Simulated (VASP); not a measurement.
Input of a VASP 6.6.1 run:

The input INCAR:

```
PREC     = Accurate       # precision mode
ENCUT    = 600            # plane-wave cutoff, eV
EDIFF    = 1E-7           # SCF threshold, eV
ISMEAR   = 0              # smearing method
SIGMA    = 0.1            # smearing width, eV
LREAL    = F              # projectors in reciprocal space
LASPH    = T              # aspherical terms in the spheres
NELM     = 80             # most SCF steps
ALGO     = Fast           # electronic algorithm
ISIF     = 3              # what is computed and relaxed
LWAVE    = F              # write WAVECAR
LCHARG   = F              # write CHGCAR
GGA      = CA             # functional
IBRION   = 2              # ionic algorithm
NSW      = 100            # ionic steps
EDIFFG   = -0.002         # ionic threshold
```

Contents of KPOINTS:

```
Automatic mesh
0
Gamma
  10 10 10
```

POSCAR

```
Al2Cu
1.0
   -2.9988978300      2.9988978300      2.3927372900
    2.9988978300     -2.9988978300      2.3927372900
    2.9988978300      2.9988978300     -2.3927372900
Al Cu
4 2
Direct
    0.3413930800      0.1586069200      0.5000000000
    0.1586069200      0.6586069200      0.8172138400
    0.8413930800      0.3413930800      0.1827861600
    0.6586069200      0.8413930800      0.5000000000
    0.7500000000      0.7500000000      0.0000000000
    0.2500000000      0.2500000000      0.0000000000
```

Potentials or basis: VASP PAW LDA potentials, release 64 (Al, Cu).

Launch:

```sh
$ cat potpaw_LDA.64/Al/POTCAR potpaw_LDA.64/Cu/POTCAR > POTCAR
$ mpirun -np 1 vasp_std > vasp.out
```

(1) Predict the relaxed cell.

(2) What does it give for the relaxed volume?

(3) What does it give for the space group after relaxing (to 0.1 Å)?

## Answers

(1) a = 4.834 Å, b = 4.834 Å, c = 4.834 Å, α = 104.21°, β = 104.21°, γ = 120.61°.

(2) 14.08 Å³/atom.

(3) I4/mcm (No. 140).
